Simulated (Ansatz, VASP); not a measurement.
Two plane-wave programs on Mn2Cl3

```
Mn Cl
1.0
     3.75451    0.00000    0.00000
    -1.87726    3.25150    0.00000
     0.00000    0.00000    9.20299
Mn Cl
2 3
Direct
  0.33333 0.66667 0.17291
  0.66667 0.33333 0.82709
  0.00000 0.00000 0.00000
  0.33333 0.66667 0.69397
  0.66667 0.33333 0.30603
```

Alike in both runs: functional PBE; k mesh 6 × 6 × 4; occupations gaussian, width 0.1 eV; collinear spin.

Ansatz relaxed the structure, and its values are those at the end. VASP's run is a single point on that final structure, the one shown.

```csv
,VASP,Ansatz
version,VASP 6.6.1,Ansatz 0.2.0
potentials or method,"VASP PAW PBE potentials, release 64 (Mn_pv, Cl), cutoff 520 eV","scalar-relativistic, plane waves, PAW"
valence electrons in the cell,47,51
```

```tsv
	VASP	Ansatz	Ansatz less VASP
gap on the k mesh at the Fermi level (eV)	none	none	-
pressure (GPa)	0.1	0.1	+0.01
rms of the force components (eV/Å)	0.004	0.004	-0.0009
net moment per atom (μB)	1.80	1.80	0.000
size of the moment on the site where the two differ most (μB)	4.12	4.01	-0.110
```

Site moments also hang on the region over which each program counts them. A gap of «none» marks a metal or a gap that the smearing closes. VASP's potentials hold 47 valence electrons a cell and Ansatz's 51, so a difference there can come from the potentials and not from the codes.
